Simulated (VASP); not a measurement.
# GaAs (P-6m2) in VASP: settings compared

GaAs is run at these levels: LDA, PBEsol; tasks: single point.

Everything below comes from runs of VASP 6.6.1. Logs are shortened: lines on timing, memory, paths and dates and some standing lists are left out, and cuts for length are marked.

### 1 The cell of the first run

The structure is hexagonal, space group P-6m2 (No. 187). The conventional cell has a = 3.630 Å, b = 3.630 Å, c = 3.294 Å, α = 90.00°, β = 90.00°, γ = 120.00°. Ga (site symmetry -6m2) has 6 As at 2.67 Å and 2 Ga at 3.29 Å within 3.5 Å. Within 3.5 Å of As (site symmetry -6m2) lie 6 Ga at 2.67 Å and 2 As at 3.29 Å.

### 2 Single point, LDA

File INCAR:

```
ALGO = Normal
EDIFF = 1E-6
ENCUT = 520
ISIF = 2
ISMEAR = -1
LASPH = True
LCHARG = False
LREAL = False
LWAVE = False
NBANDS = 16
NELM = 60
PREC = Accurate
SIGMA = 0.05
```

File KPOINTS:

```
k-points
0
Gamma
  9 9 8
```

File POSCAR:

```
GaAs
1.0
    3.6297626394     -0.0000000029      0.0000000000
   -1.8148813172      3.1434666569      0.0000000000
    0.0000000000      0.0000000000      3.2935315657
Ga As
1 1
Direct
    0.3333333333      0.6666666667      0.5000000000
    0.0000000000      0.0000000000      0.0000000000
```

Potentials or basis: VASP PAW LDA potentials, release 64 (Ga_d, As).

Started as:

```sh
> cat potpaw_LDA.64/Ga_d/POTCAR potpaw_LDA.64/As/POTCAR > POTCAR
> mpirun -np 1 vasp_std > vasp.out
```

OUTCAR:

```text
EDIFF = 1E-6
   ENCUT = 520
   ISIF = 2
   ISMEAR = -1
   LASPH = True
   LREAL = False
   NELM = 60
   PREC = Accurate

 ion  position               nearest neighbor table
   1  0.333  0.667  0.500-   2 2.67   2 2.67   2 2.67   2 2.67   2 2.67   2 2.67
   2  0.000  0.000  0.000-   1 2.67   1 2.67   1 2.67   1 2.67   1 2.67   1 2.67

  LATTYP: Found a hexagonal cell.
 ALAT       =     3.6297626394
 C/A-ratio  =     0.9073683028

  Lattice vectors:

 A1 = (   3.6297626394,  -0.0000000029,   0.0000000000)
 A2 = (  -1.8148813172,   3.1434666569,   0.0000000000)
 A3 = (   0.0000000000,   0.0000000000,   3.2935315657)

Analysis of symmetry for initial positions (statically):
=====================================================================
 Subroutine PRICEL returns:
 Original cell was already a primitive cell.

 Routine SETGRP: Setting up the symmetry group for a
 hexagonal supercell.

 Subroutine GETGRP returns: Found 12 space group operations
 (whereof 12 operations were pure point group operations)
 out of a pool of 24 trial point group operations.

The static configuration has the point symmetry D_3h.

Analysis of symmetry for dynamics (positions and initial velocities):
=====================================================================
 Subroutine PRICEL returns:
 Original cell was already a primitive cell.

 Routine SETGRP: Setting up the symmetry group for a
 hexagonal supercell.

 Subroutine GETGRP returns: Found 12 space group operations
 (whereof 12 operations were pure point group operations)
 out of a pool of 24 trial point group operations.

The dynamic configuration has the point symmetry D_3h.

 Subroutine INISYM returns: Found 12 space group operations
 (whereof 12 operations are pure point group operations),
 and found     1 'primitive' translations

----------------------------------------------------------------------------------------

                                     Primitive cell

  volume of cell :      37.5793

  direct lattice vectors                    reciprocal lattice vectors
     3.629762639 -0.000000003  0.000000000     0.275500108  0.159060061  0.000000000
    -1.814881317  3.143466657  0.000000000     0.000000000  0.318120123  0.000000000
     0.000000000  0.000000000  3.293531566     0.000000000  0.000000000  0.303625449

  length of vectors
     3.629762639  3.629762639  3.293531566     0.318120123  0.318120123  0.303625449

  position of ions in fractional coordinates (direct lattice)
     0.333333333  0.666666667  0.500000000
     0.000000000  0.000000000  0.000000000

  ion indices of the primitive-cell ions
   primitive index   ion index
                 1           1
                 2           2

----------------------------------------------------------------------------------------

 KPOINTS: k-points

Automatic generation of k-mesh.
 Grid dimensions read from file:
 generate k-points for:    9    9    8

 Generating k-lattice:

  Cartesian coordinates                     Fractional coordinates (reciprocal lattice)
     0.030611123  0.017673340  0.000000000     0.111111111  0.000000000  0.000000000
     0.000000000  0.035346680  0.000000000     0.000000000  0.111111111  0.000000000
     0.000000000  0.000000000  0.037953181     0.000000000  0.000000000  0.125000000

  Length of vectors
     0.035346680  0.035346680  0.037953181

  Shift w.r.t. Gamma in fractional coordinates (k-lattice)
     0.000000000  0.000000000  0.000000000

 Subroutine IBZKPT returns following result:
 ===========================================

 Found     60 irreducible k-points:

 Following reciprocal coordinates:
            Coordinates               Weight
  0.000000  0.000000  0.000000      1.000000
  0.111111  0.000000  0.000000      6.000000
  0.222222 -0.000000  0.000000      6.000000
  0.333333  0.000000  0.000000      6.000000
  0.444444 -0.000000  0.000000      6.000000
  0.111111  0.111111  0.000000      6.000000
[... 16 lines left out ...]
  0.333333  0.222222  0.125000     24.000000
  0.333333  0.333333  0.125000      4.000000
 [... further k-points ...]
   k-points           NKPTS =     60   k-points in BZ     NKDIM =     60   number of bands    NBANDS=     16
   number of dos      NEDOS =    301   number of ions     NIONS =      2
   total plane-waves  NPLWV =  18816
   dimension x,y,z NGX =    28 NGY =   28 NGZ =   24
   dimension x,y,z NGXF=    56 NGYF=   56 NGZF=   48
   ions per type =               1   1
   NGX,Y,Z   is equivalent  to a cutoff of  12.82, 12.82, 12.11 a.u.
   NGXF,Y,Z  is equivalent  to a cutoff of  25.65, 25.65, 24.23 a.u.
 SYSTEM =  unknown system
   PREC   = accura    normal or accurate (medium, high low for compatibility)
   ISTART =      0    job   : 0-new  1-cont  2-samecut
   ICHARG =      2    charge: 1-file 2-atom 10-const
   ISPIN  =      1    spin polarized calculation?
   LNONCOLLINEAR =      F non collinear calculations
   LSORBIT =      F    spin-orbit coupling
   LASPH  =      T    aspherical Exc in radial PAW
   ENCUT  =  520.0 eV  38.22 Ry    6.18 a.u.   6.75  6.75  6.12*2*pi/ulx,y,z
   NELM   =     60;   NELMIN=  2; NELMDL= -5     # of ELM steps
   EDIFF  = 0.1E-05   stopping-criterion for ELM
   LREAL  =      F    real-space projection
   EDIFFG = 0.1E-04   stopping-criterion for IOM
   NSW    =      0    number of steps for IOM
   IBRION =     -1    ionic relax: 0-MD 1-quasi-New 2-CG
   NFREE  =      0    steps in history (QN), initial steepest desc. (CG)
   ISIF   =      2    stress and relaxation
   ISYM   =      2    0-nonsym 1-usesym 2-fastsym
   POTIM  = 0.5000    time-step for ionic-motion
   TEBEG  =    0.0;   TEEND  =   0.0 temperature during run
   PSTRESS=    0.0 pullay stress
   NELECT =      18.0000    total number of electrons
   NUPDOWN=      -1.0000    fix difference up-down
   EMIN   =  10.00;   EMAX   =-10.00  energy-range for DOS
[... 5 lines left out ...]
     AMIX     =   0.40;   BMIX     =  1.00
     AMIX_MAG =   1.60;   BMIX_MAG =  1.00
  volume/ion in A,a.u.               =      18.79       126.80
  Fermi-wavevector in a.u.,A,eV,Ry     =   1.280902  2.420554 22.323227  1.640711
  Thomas-Fermi vector in A             =   2.413303
   LORBIT       =      0    0 simple, 1 ext, 2 COOP (PROOUT), +10 PAW based schemes
   GGA     = CA    functional components
   LHFCALC =     F    Hartree Fock is set to
   AEXX    =    0.0000 exact exchange contribution
   IVDW    =     0    specifies the selected vdW correction
   LEPSILON=     F    determine dielectric tensor
   LRPA    =     F    only Hartree local field effects (RPA)
 non-spin polarized calculation
  energy-cutoff  :      520.00
  volume of cell :       37.58
 maximum number of plane-waves:      1032
 NGX is ok and might be reduce to    28
   NGX = 13   NGY = 13   NGZ = 13

 number of electron      18.0000002 magnetization

 Free energy of the ion-electron system (eV)
  ---------------------------------------------------
  ext. energy  EPLUGINS =         0.00000000
  ---------------------------------------------------
  free energy    TOTEN  =        -8.87707425 eV

  energy without entropy =       -8.87130266  energy(sigma->0) =       -8.87418846

 E-fermi :   5.7618     XC(G=0): -11.0114

 val. band max:        5.7063484788   @ k =   0.2222  -0.0000   0.0000
 cond. band min:       5.8033806247   @ k =   0.2222   0.1111   0.5000
 fundamental gap:      0.0970321458
 Fermi energy:         5.7617727924

 k-point     1 :       0.0000    0.0000    0.0000
  band No.  band energies     occupation
      1      -9.3389      2.00000
      2      -9.2903      2.00000
      3      -9.2903      2.00000
      4      -9.2414      2.00000
      5      -9.2414      2.00000
      6      -7.9654      2.00000
[... 8 lines left out ...]
     15      16.9845      0.00000
     16      20.5502      0.00000

 k-point     2 :       0.1111    0.0000    0.0000
  band No.  band energies     occupation
      1      -9.3362      2.00000
      2      -9.2994      2.00000
      3      -9.2833      2.00000
      4      -9.2457      2.00000
      5      -9.2421      2.00000
      6      -7.7993      2.00000
[... 8 lines left out ...]
     15      16.0609      0.00000
     16      19.6043      0.00000

 k-point     3 :       0.2222   -0.0000    0.0000
  band No.  band energies     occupation
      1      -9.3313      2.00000
      2      -9.3177      2.00000
      3      -9.2652      2.00000
      4      -9.2564      2.00000
      5      -9.2439      2.00000
      6      -7.3211      2.00000
[... 8 lines left out ...]
     15      16.5296      0.00000
     16      19.3979      0.00000

 k-point     4 :       0.3333    0.0000    0.0000
  band No.  band energies     occupation
      1      -9.3431      2.00000
      2      -9.3180      2.00000
      3      -9.2684      2.00000
      4      -9.2458      2.00000
      5      -9.2444      2.00000
      6      -6.6044      2.00000
[... 8 lines left out ...]
     15      16.5856      0.00000
     16      19.2851      0.00000

 k-point     5 :       0.4444   -0.0000    0.0000
  band No.  band energies     occupation
      1      -9.3548      2.00000
      2      -9.3130      2.00000
      3      -9.2761      2.00000
      4      -9.2471      2.00000
      5      -9.2307      2.00000
      6      -5.9063      2.00000
[... 8 lines left out ...]
     15      18.8950      0.00000
     16      19.4546      0.00000

 k-point     6 :       0.1111    0.1111    0.0000
  band No.  band energies     occupation
      1      -9.3317      2.00000
      2      -9.3121      2.00000
      3      -9.2722      2.00000
      4      -9.2528      2.00000
      5      -9.2437      2.00000
      6      -7.4768      2.00000
[... 8 lines left out ...]
     15      16.5773      0.00000
     16      19.0655      0.00000
[... 267 lines left out ...]
 k-point    21 :       0.4444    0.1111    0.1250
  band No.  band energies     occupation
      1      -9.3537      2.00000
      2      -9.2978      2.00000
      3      -9.2849      2.00000
      4      -9.2599      2.00000
      5      -9.2329      2.00000
      6      -5.5051      2.00000
[... 8 lines left out ...]
     15      18.1440      0.00000
     16      18.6376      0.00000

 k-point    22 :       0.2222    0.2222    0.1250
  band No.  band energies     occupation
      1      -9.3398      2.00000
      2      -9.2994      2.00000
      3      -9.2801      2.00000
      4      -9.2608      2.00000
      5      -9.2468      2.00000
      6      -6.0187      2.00000
[... 8 lines left out ...]
     15      16.5907      0.00000
     16      19.3753      0.00000

 k-point    23 :       0.3333    0.2222    0.1250
  band No.  band energies     occupation
      1      -9.3446      2.00000
      2      -9.2946      2.00000
      3      -9.2814      2.00000
      4      -9.2649      2.00000
      5      -9.2446      2.00000
      6      -5.4088      2.00000
[... 8 lines left out ...]
     15      16.4130      0.00000
     16      18.5437      0.00000

 k-point    24 :       0.3333    0.3333    0.1250
  band No.  band energies     occupation
      1      -9.3420      2.00000
      2      -9.2918      2.00000
      3      -9.2768      2.00000
      4      -9.2700      2.00000
      5      -9.2505      2.00000
      6      -5.1615      2.00000
[... 8 lines left out ...]
     15      16.1228      0.00000
     16      17.3759      0.00000

 [... further k-points ...]
[... 5 lines left out ...]
  --------------------------------------------------------------------------------------
  -------------------------------------------------------------------------------------
  Total        0.0559124      0.0559124      0.0902698     -0.0000000     -0.0000000     -0.0000000
  in kB        2.3838002      2.3838002      3.8486121     -0.0000000     -0.0000000     -0.0000000
  external PRESSURE =       2.8720708 kB  Pullay stress =       0.0000000 kB

 VOLUME and BASIS-vectors are now :
 -----------------------------------------------------------------------------
  energy-cutoff  :      520.00
  volume of cell :       37.58
      direct lattice vectors                 reciprocal lattice vectors
     3.629762639 -0.000000003  0.000000000     0.275500108  0.159060061  0.000000000
    -1.814881317  3.143466657  0.000000000     0.000000000  0.318120123  0.000000000
     0.000000000  0.000000000  3.293531566     0.000000000  0.000000000  0.303625449

 POSITION                                       TOTAL-FORCE (eV/Angst)
 -----------------------------------------------------------------------------------
      0.00000      2.09564      1.64677         0.000000     -0.000000      0.000000
      0.00000      0.00000      0.00000        -0.000000      0.000000      0.000000
 -----------------------------------------------------------------------------------
    total drift:                                0.000000     -0.000000     -0.000000

  FREE ENERGIE OF THE ION-ELECTRON SYSTEM (eV)
  ---------------------------------------------------
  free  energy   TOTEN  =        -8.8770742541 eV

  energy  without entropy=       -8.8713026578  energy(sigma->0) =       -8.87418846
```

It took 12 s on 1 thread of Intel Xeon 6975P-C (Granite Rapids), shared host; peak memory 0.15 GiB.

Results:

| Quantity | Value |
| --- | --- |
| Free energy | -8.8771 eV |
| Pressure | 0.3 GPa |
| Band gap on the k mesh | zero (band 9 reaches 7.53 eV, above the bottom of band 10 at 3.47 eV) |

### 3 Single point, PBEsol

This run uses another cell than the first one, of 19.43 Å³/atom, 1.034 times its volume.

File INCAR:

```
PREC = Accurate
ENCUT = 520
EDIFF = 1E-6
ISMEAR = -1
SIGMA = 0.05
LREAL = False
LASPH = True
NELM = 100
ALGO = Normal
ISIF = 2
LWAVE = False
LCHARG = True
GGA = PS
LELF = True
LVHAR = True
NBANDS = 16
```

File KPOINTS:

```
regular mesh
0
Gamma
  9 9 8
```

File POSCAR:

```
GaAs
1.0
    3.7050852678     -0.0000000030      0.0000000000
   -1.8525426313      3.2086979666      0.0000000000
    0.0000000000      0.0000000000      3.2679146877
Ga As
1 1
Direct
    0.3333333333      0.6666666667      0.5000000000
    0.0000000000      0.0000000000      0.0000000000
```

Potentials or basis: VASP PAW PBE potentials, release 64 (Ga_d, As).

Started as:

```sh
> cat potpaw_PBE.64/Ga_d/POTCAR potpaw_PBE.64/As/POTCAR > POTCAR
> mpirun -np 1 vasp_std > vasp.out
```

OUTCAR:

```text
PREC = Accurate
   ENCUT = 520
   EDIFF = 1E-6
   ISMEAR = -1
   LREAL = False
   LASPH = True
   NELM = 100
   ISIF = 2
   GGA = PS

 ion  position               nearest neighbor table
   1  0.333  0.667  0.500-   2 2.69   2 2.69   2 2.69   2 2.69   2 2.69   2 2.69
   2  0.000  0.000  0.000-   1 2.69   1 2.69   1 2.69   1 2.69   1 2.69   1 2.69

  LATTYP: Found a hexagonal cell.
 ALAT       =     3.7050852678
 C/A-ratio  =     0.8820079570

  Lattice vectors:

 A1 = (   3.7050852678,  -0.0000000030,   0.0000000000)
 A2 = (  -1.8525426313,   3.2086979666,   0.0000000000)
 A3 = (   0.0000000000,   0.0000000000,   3.2679146877)

Analysis of symmetry for initial positions (statically):
=====================================================================
 Subroutine PRICEL returns:
 Original cell was already a primitive cell.

 Routine SETGRP: Setting up the symmetry group for a
 hexagonal supercell.

 Subroutine GETGRP returns: Found 12 space group operations
 (whereof 12 operations were pure point group operations)
 out of a pool of 24 trial point group operations.

The static configuration has the point symmetry D_3h.

[... 160 lines left out ...]
 E-fermi :   5.4391     XC(G=0): -10.7415

 val. band max:        5.4349967046   @ k =   0.1111   0.0000   0.5000
 cond. band min:       5.4617175724   @ k =   0.1111   0.1111   0.3750
 fundamental gap:      0.0267208679
 Fermi energy:         5.4390822633

 k-point     1 :       0.0000    0.0000    0.0000
  band No.  band energies     occupation
      1      -9.5239      2.00000
      2      -9.4724      2.00000
      3      -9.4724      2.00000
      4      -9.4258      2.00000
      5      -9.4258      2.00000
      6      -8.1009      2.00000
[... 433 lines left out ...]
      3      -9.4573      2.00000
      4      -9.4513      2.00000
      5      -9.4361      2.00000
      6      -5.4914      2.00000
[... 8 lines left out ...]
     15      15.4977      0.00000
     16      17.1213      0.00000

 [... further k-points ...]

------------------------ aborting loop because EDIFF is reached ----------------------------------------

  FORCE on cell =-STRESS in cart. coord.  units (eV):
  Direction    XX          YY          ZZ          XY          YZ          ZX
  --------------------------------------------------------------------------------------
  -------------------------------------------------------------------------------------
  Total        0.0467317      0.0467317      0.0606690      0.0000000      0.0000000      0.0000000
  in kB        1.9271882      1.9271882      2.5019540      0.0000000      0.0000000      0.0000000
  external PRESSURE =       2.1187768 kB  Pullay stress =       0.0000000 kB

 VOLUME and BASIS-vectors are now :
 -----------------------------------------------------------------------------
  energy-cutoff  :      520.00
  volume of cell :       38.85
      direct lattice vectors                 reciprocal lattice vectors
     3.705085268 -0.000000003  0.000000000     0.269899322  0.155826446  0.000000000
    -1.852542631  3.208697967  0.000000000     0.000000000  0.311652892  0.000000000
     0.000000000  0.000000000  3.267914688     0.000000000  0.000000000  0.306005540

 POSITION                                       TOTAL-FORCE (eV/Angst)
 -----------------------------------------------------------------------------------
      0.00000      2.13913      1.63396        -0.000000      0.000000      0.000000
      0.00000      0.00000      0.00000         0.000000      0.000000      0.000000
 -----------------------------------------------------------------------------------
    total drift:                               -0.000003      0.000002     -0.000000

  FREE ENERGIE OF THE ION-ELECTRON SYSTEM (eV)
  ---------------------------------------------------
  free  energy   TOTEN  =        -8.3543614731 eV

  energy  without entropy=       -8.3467623140  energy(sigma->0) =       -8.35056189
```

It took 14 s on 1 thread of Intel Xeon 6975P-C (Granite Rapids), shared host; peak memory 0.17 GiB.

What came out:

```
Free energy            : -8.3544 eV
Pressure               : 0.2 GPa
Band gap on the k mesh : zero (band 9 reaches 7.37 eV, above the bottom of band 10 at 3.26 eV)
```

Levels at points of the mesh, in eV from the Fermi level:
```
           k point  band 6  band 7  band 8  band 9  band 10  band 11  band 12  band 13
(0.00, 0.00, 0.00)  -13.54   -0.97   -0.52   -0.52    -0.30     4.23     4.23     5.14
(0.00, 0.00, 0.50)  -11.30   -8.32    1.24    1.24     3.57     4.28     4.95     4.95
```

Caveat: the PAW data sets were made with another functional, which shifts forces and pressure a little.
